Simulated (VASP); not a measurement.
# SnSe (Pnma) in VASP: single point with RPBE+D3(BJ)

Aim: the single point of SnSe with RPBE+D3(BJ).

Everything below comes from runs of VASP 6.6.1. Logs are shortened: lines on timing, memory, paths and dates and some standing lists are left out, and cuts for length are marked.

**The experiment to reproduce.**

From “Linear dichroism of the optical properties of SnS and SnSe van der Waals crystals”, 2024, arxiv:2409.17412, for a bulk crystal of SnSe at 20 K: band gap 0.99 eV (indirect).

The runs below are set against these values where they give the same quantity.

**1. The cell of the first run**

The typed cell holds 8 atoms: a = 10.523 Å, b = 3.933 Å, c = 3.966 Å, α = 90.00°, β = 90.00°, γ = 90.00°.

**2. Single point, RPBE+D3(BJ)**

File INCAR:

```
SYSTEM = SnSe
PREC     = Accurate       ! precision mode
ENCUT    = 520            ! plane-wave cutoff, eV
EDIFF    = 1E-7           ! SCF threshold, eV
ISMEAR   = -1             ! smearing method
SIGMA    = 0.05           ! smearing width, eV
LREAL    = .FALSE.        ! projectors in reciprocal space
LASPH    = .TRUE.         ! aspherical terms in the spheres
NELM     = 100            ! most SCF steps
ALGO     = Normal         ! electronic algorithm
ISIF     = 2              ! what is computed and relaxed
LWAVE    = .FALSE.        ! write WAVECAR
LCHARG   = .FALSE.        ! write CHGCAR
GGA      = RP             ! functional
IVDW     = 12             ! dispersion correction
NBANDS   = 50             ! bands
```

File KPOINTS:

```
Automatic mesh
0
G
  3 6 6
  0 0 0
```

File POSCAR:

```
SnSe
1.0
   10.5231620549      0.0000000000      0.0000000000
    0.0000000000      3.9330979554      0.0000000000
    0.0000000000      0.0000000000      3.9656281415
Sn Se
4 4
Direct
    0.8872693001      0.7500000000      1.0003044238
    0.6127306999      0.2500000000      0.5003044238
    0.3872693001      0.7500000000      0.4996955762
    0.1127306999      0.2500000000     -0.0003044238
    0.6331633063      0.7500000000      1.0001754952
    0.8668366937      0.2500000000      0.5001754952
    0.1331633063      0.7500000000      0.4998245048
    0.3668366937      0.2500000000     -0.0001754952
```

Potentials or basis: VASP PAW PBE potentials, release 64 (Sn_d, Se).

Launch:

```bash
$ cat potpaw_PBE.64/Sn_d/POTCAR potpaw_PBE.64/Se/POTCAR > POTCAR
$ mpirun -np 1 vasp_std > vasp.out
```

OUTCAR:

```text
SYSTEM = SnSe
   PREC = Accurate
   ENCUT = 520
   EDIFF = 1E-7
   ISMEAR = -1
   LREAL = .FALSE.
   LASPH = .TRUE.
   NELM = 100
   ISIF = 2
   GGA = RP
   IVDW = 12
 IVDW          = 12

 ion  position               nearest neighbor table
   1  0.887  0.750  0.000-   5 2.67   6 2.80   6 2.80   6 2.80   6 2.80   4 3.08   4 3.08   7 3.26
                             7 3.26
   2  0.613  0.250  0.500-   6 2.67   5 2.80   5 2.80   5 2.80   5 2.80   3 3.08   3 3.08   8 3.26
                             8 3.26
   3  0.387  0.750  0.500-   7 2.67   8 2.80   8 2.80   8 2.80   8 2.80   2 3.08   2 3.08   5 3.26
                             5 3.26
   4  0.113  0.250  1.000-   8 2.67   7 2.80   7 2.80   7 2.80   7 2.80   1 3.08   1 3.08   6 3.26
                             6 3.26
   5  0.633  0.750  0.000-   1 2.67   2 2.80   2 2.80   2 2.80   2 2.80   3 3.26   3 3.26
   6  0.867  0.250  0.500-   2 2.67   1 2.80   1 2.80   1 2.80   1 2.80   4 3.26   4 3.26
   7  0.133  0.750  0.500-   3 2.67   4 2.80   4 2.80   4 2.80   4 2.80   1 3.26   1 3.26
   8  0.367  0.250  1.000-   4 2.67   3 2.80   3 2.80   3 2.80   3 2.80   2 3.26   2 3.26

  LATTYP: Found a simple orthorhombic cell.
 ALAT       =     3.9330979554
 B/A-ratio  =     1.0082708812
 C/A-ratio  =     2.6755402927

  Lattice vectors:

 A1 = (   0.0000000000,   3.9330979554,   0.0000000000)
 A2 = (   0.0000000000,   0.0000000000,   3.9656281415)
 A3 = (  10.5231620549,   0.0000000000,   0.0000000000)

Analysis of symmetry for initial positions (statically):
=====================================================================
 Subroutine PRICEL returns:
 Original cell was already a primitive cell.

 Routine SETGRP: Setting up the symmetry group for a
 simple orthorhombic supercell.

 Subroutine GETGRP returns: Found  8 space group operations
 (whereof  2 operations were pure point group operations)
 out of a pool of  8 trial point group operations.

The static configuration has the point symmetry S_2 .
 The point group associated with its full space group is D_2h.

Analysis of symmetry for dynamics (positions and initial velocities):
=====================================================================
 Subroutine PRICEL returns:
 Original cell was already a primitive cell.

 Routine SETGRP: Setting up the symmetry group for a
 simple orthorhombic supercell.

 Subroutine GETGRP returns: Found  8 space group operations
 (whereof  2 operations were pure point group operations)
 out of a pool of  8 trial point group operations.

The dynamic configuration has the point symmetry S_2 .
 The point group associated with its full space group is D_2h.
[... 119 lines left out ...]
   POTIM  = 0.5000    time-step for ionic-motion
   TEBEG  =    0.0;   TEEND  =   0.0 temperature during run
   PSTRESS=    0.0 pullay stress
   NELECT =      80.0000    total number of electrons
   NUPDOWN=      -1.0000    fix difference up-down
   EMIN   =  10.00;   EMAX   =-10.00  energy-range for DOS
   EFERMI =   0.00;   METHOD = LEGACY
   ISMEAR =    -1;   SIGMA  =   0.05  broadening in eV -4-tet -1-fermi 0-gaus
   EFERMI_NEDOS =   21; number of points for ismear=-14 and -15
   IALGO  =     38    algorithm
   IMIX   =      4    mixing-type and parameters
     AMIX     =   0.40;   BMIX     =  1.00
     AMIX_MAG =   1.60;   BMIX_MAG =  1.00
  volume/ion in A,a.u.               =      20.52       138.45
  Fermi-wavevector in a.u.,A,eV,Ry     =   1.288370  2.434666 22.584261  1.659896
  Thomas-Fermi vector in A             =   2.420328
   LORBIT       =      0    0 simple, 1 ext, 2 COOP (PROOUT), +10 PAW based schemes
   GGA     = RP    functional components
   LHFCALC =     F    Hartree Fock is set to
   AEXX    =    0.0000 exact exchange contribution
   IVDW    =    12    specifies the selected vdW correction
   LEPSILON=     F    determine dielectric tensor
   LRPA    =     F    only Hartree local field effects (RPA)
 non-spin polarized calculation
  energy-cutoff  :      520.00
  volume of cell :      164.13
 maximum number of plane-waves:      4475
 NGX is ok and might be reduce to    80
   NGX = 39   NGY = 15   NGZ = 15

 number of electron      79.9999987 magnetization

 Free energy of the ion-electron system (eV)
  ---------------------------------------------------
  ext. energy  EPLUGINS =         0.00000000
  ---------------------------------------------------
  free energy    TOTEN  =       -26.56423639 eV

  energy without entropy =      -26.55595552  energy(sigma->0) =      -26.56009596

 E-fermi :   9.2132     XC(G=0): -10.9363

 val. band max:        9.1966216065   @ k =   0.0000   0.0000   0.3333
 cond. band min:       9.2240774497   @ k =   0.0000   0.0000   0.5000
 fundamental gap:      0.0274558432
 Fermi energy:         9.2131661362

 k-point     1 :       0.0000    0.0000    0.0000
  band No.  band energies     occupation
      1     -12.8731      2.00000
      2     -12.8701      2.00000
      3     -12.8572      2.00000
      4     -12.8513      2.00000
      5     -12.8367      2.00000
      6     -12.8348      2.00000
[... 1261 lines left out ...]
     49      15.4734      0.00000
     50      15.5012      0.00000

 [... further k-points ...]

------------------------ aborting loop because EDIFF is reached ----------------------------------------

 Edisp (eV)  -18.29312

 E6    (eV) :    -6.2827

 E8    (eV) :   -12.0105

  FORCE on cell =-STRESS in cart. coord.  units (eV):
  Direction    XX          YY          ZZ          XY          YZ          ZX
  --------------------------------------------------------------------------------------
  -------------------------------------------------------------------------------------
  Total       0.06768     0.07044     0.03044     0.00000     0.00000     0.00000
  in kB       0.66066     0.68762     0.29713     0.00000     0.00000     0.00000
  external pressure =        0.55 kB  Pullay stress =        0.00 kB

 VOLUME and BASIS-vectors are now :
 -----------------------------------------------------------------------------
  energy-cutoff  :      520.00
  volume of cell :      164.13
      direct lattice vectors                 reciprocal lattice vectors
    10.523162055  0.000000000  0.000000000     0.095028471  0.000000000  0.000000000
     0.000000000  3.933097955  0.000000000     0.000000000  0.254252503  0.000000000
     0.000000000  0.000000000  3.965628141     0.000000000  0.000000000  0.252166861

 POSITION                                       TOTAL-FORCE (eV/Angst)
 -----------------------------------------------------------------------------------
      9.33688      2.94982      0.00121         0.017544      0.000000     -0.000805
      6.44786      0.98327      1.98402        -0.017544      0.000000     -0.000805
      4.07530      2.94982      1.98161         0.017544      0.000000      0.000805
      1.18628      0.98327      3.96442        -0.017544     -0.000000      0.000805
      6.66288      2.94982      0.00070        -0.012312     -0.000000     -0.000657
      9.12186      0.98327      1.98351         0.012312     -0.000000     -0.000657
      1.40130      2.94982      1.98212        -0.012312     -0.000000      0.000657
      3.86028      0.98327      3.96493         0.012312      0.000000      0.000657
 -----------------------------------------------------------------------------------
    total drift:                               -0.000000      0.000000     -0.000000

  FREE ENERGIE OF THE ION-ELECTRON SYSTEM (eV)
  ---------------------------------------------------
  free  energy   TOTEN  =       -44.8573552236 eV

  energy  without entropy=      -44.8490743576  energy(sigma->0) =      -44.85321479
```

It took 4 min on 1 thread of Intel Xeon Platinum 8259CL at 2.50GHz (Skylake/Cascade Lake), shared host; peak memory 0.37 GiB.

Results:

```
Free energy                : -44.8574 eV
Pressure                   : 0.1 GPa
Largest force              : 0.018 eV/Å
Band gap on the k mesh     : zero (bands 40 and 41 overlap by 0.32 eV)
Dispersion energy per atom : -2.287 eV
```

Forces in eV/Å, atoms in the order of the input:
```
Sn   0.018  0.000 -0.001
Sn  -0.018  0.000 -0.001
Sn   0.018  0.000  0.001
Sn  -0.018  0.000  0.001
Se  -0.012  0.000 -0.001
Se   0.012  0.000 -0.001
Se  -0.012  0.000  0.001
Se   0.012  0.000  0.001
```

Caveat: the dispersion term is far too large for a dense solid, which distorts pressure and volume; semilocal functionals underestimate gaps, and a narrow one can read as zero; the PAW data sets were made with another functional, which shifts forces and pressure a little; spin-orbit coupling is left out, which moves the levels of the heavy elements.

**3. Against experiment**

Step 2. Against the measured gap of SnSe, 0.99 eV (indirect; 20 K; “Linear dichroism of the optical properties of SnS and SnSe van der Waals crystals”, 2024, arxiv:2409.17412), the calculated 0.00 eV is off by -0.99 eV. 3 values of this kind are on record (0.89 to 1.07 eV); this one was drawn at random among those near their median. Spin-orbit coupling on Se, Sn is left out. The value is that of RPBE+D3(BJ) on a finite k mesh, which can miss the band edges, without temperature or zero-point motion. Semilocal functionals fall short of measured gaps as a rule.

The gap in the log of VASP goes by the Fermi energy; the results here count the filled bands.